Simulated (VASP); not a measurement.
Write the native input for VASP 6.6.1 that does the following.

```
Task                      : relaxation of the atoms
Functional                : PBE
Potentials or basis       : VASP PAW PBE potentials, release 64 (Te, Cd, Zn)
Cutoff                    : 520 eV
k mesh                    : 6 × 6 × 1
Occupations               : gaussian, width 0.05 eV
Spin                      : no spin polarisation
Dipole correction         : yes
Atoms held fixed (from 0) : [0, 2, 1, 3, 4]
Further INCAR settings    : ALGO = Normal; EDIFF = 1e-06; IBRION = 2; EDIFFG = -0.025; NSW = 36
```

The structure of ZnCd2Te2 lies in POSCAR:

```
ZnCd2Te2
1.0
    4.6794578583      0.0000000000      0.0000000000
   -2.3397289292      4.0525293813      0.0000000000
    0.0000000000      0.0000000000     20.0807280860
Te Cd Zn
2 2 1
Selective dynamics
Direct
    0.0000000000      0.0000000000      0.1991959646  F F F
    0.3333333333      0.6666666667      0.4037116126  F F F
    0.3333333333      0.6666666667      0.2467634796  F F F
    0.6666666667      0.3333333333      0.4273116019  F F F
    0.8888888889      0.4444444444      0.5717970300  F F T
```

The input as run:

INCAR

```
PREC     = Accurate       # precision mode
ENCUT    = 520            # plane-wave cutoff, eV
EDIFF    = 1E-6           # SCF threshold, eV
ISMEAR   = 0              # smearing method
SIGMA    = 0.05           # smearing width, eV
LREAL    = F              # projectors in reciprocal space
LASPH    = T              # aspherical terms in the spheres
NELM     = 80             # most SCF steps
ALGO     = Normal         # electronic algorithm
ISIF     = 2              # what is computed and relaxed
LWAVE    = F              # write WAVECAR
LCHARG   = F              # write CHGCAR
LDIPOL   = T            
IDIPOL   = 3            
DIPOL    = 0.5 0.5 0.370
GGA      = PE             # functional
IBRION   = 2              # ionic algorithm
NSW      = 36             # ionic steps
EDIFFG   = -0.025         # ionic threshold
```

KPOINTS

```
regular mesh
0
Gamma
  6 6 1
```

Potentials or basis: VASP PAW PBE potentials, release 64 (Te, Cd, Zn).

Command:

```sh
$ cat potpaw_PBE.64/Te/POTCAR potpaw_PBE.64/Cd/POTCAR potpaw_PBE.64/Zn/POTCAR > POTCAR
$ mpirun -np 1 vasp_std > vasp.out
```

Results of the run:

- Band gap on the k mesh: zero (filled and empty bands touch)

Caveat: the relaxation stopped at its first step, so nothing moved; spin-orbit coupling is left out, which moves the levels of the heavy elements.

Wall time 2.6 min on 1 thread of Intel(R) Xeon(R) Platinum 8488C (Sapphire Rapids), with other jobs on the host, peak memory 0.53 GiB.
